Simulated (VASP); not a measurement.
Input of a VASP 6.6.1 run:

File POSCAR:

```
Ga3P2N
1.0
   -1.8164515980      5.4731173853      2.5474822295
    1.8164515980     -5.4731173853      2.5474822295
    1.8164515980      5.4731173853     -2.5474822295
N Ga P
1 3 2
Direct
   -0.0002323411     -0.0002323411      0.0000000000
    0.2005267508      0.7005267508      0.5000000000
    0.6312128484      0.7774666191      0.8537462293
    0.9237203898      0.7774666191      0.1462537707
    0.3334658319     -0.0026138239      0.3360796558
    0.6613065202     -0.0026138239      0.6639203442
```

File INCAR.step1:

```
PREC     = Accurate       # precision mode
ENCUT    = 520            # plane-wave cutoff, eV
ISMEAR   = -1             # smearing method
SIGMA    = 0.02           # smearing width, eV
LREAL    = F              # projectors in reciprocal space
LASPH    = T              # aspherical terms in the spheres
NELM     = 100            # most SCF steps
NBANDS   = 36             # bands
GGA      = PE             # functional
ALGO     = Normal         # electronic algorithm
EDIFF    = 1E-4           # SCF threshold, eV
LWAVE    = T              # write WAVECAR
LCHARG   = F              # write CHGCAR
```

Contents of INCAR.step2:

```
PREC     = Accurate       # precision mode
ENCUT    = 520            # plane-wave cutoff, eV
EDIFF    = 1E-6           # SCF threshold, eV
ISMEAR   = -1             # smearing method
SIGMA    = 0.02           # smearing width, eV
LREAL    = F              # projectors in reciprocal space
LASPH    = T              # aspherical terms in the spheres
NELM     = 100            # most SCF steps
ALGO     = Normal         # electronic algorithm
ISIF     = 2              # what is computed and relaxed
LWAVE    = F              # write WAVECAR
LCHARG   = F              # write CHGCAR
METAGGA  = R2SCAN         # meta-GGA
LMIXTAU  = T            
NBANDS   = 36             # bands
ISTART   = 1
```

Contents of KPOINTS:

```
regular mesh
0
Gamma
  8 8 8
```

Potentials or basis: VASP PAW PBE potentials, release 64 (N, Ga_d, P).

Launch:

```sh
$ cat potpaw_PBE.64/N/POTCAR potpaw_PBE.64/Ga_d/POTCAR potpaw_PBE.64/P/POTCAR > POTCAR
$ cp INCAR.step1 INCAR
$ mpirun -np 1 vasp_std > vasp.out
$ cp INCAR.step2 INCAR
$ mpirun -np 1 vasp_std > vasp.out
```

Question: Predict the band gap on the k mesh.

Answer: 0.68 eV, indirect (least direct gap 0.69 eV).

Question: What does it give for the largest force?

Answer: 0.068 eV/Å.

Forces on the atoms (eV/Å):
```
N    0.000  0.000  0.033
Ga   0.000  0.000  0.051
Ga   0.000 -0.052 -0.044
Ga   0.000  0.052 -0.044
P    0.000  0.002  0.001
P    0.000 -0.002  0.001
```

Caveat: the PAW data sets were made with another functional, which shifts forces and pressure a little. r2SCAN opens gaps a little over a GGA but as a rule still falls short of measured ones.
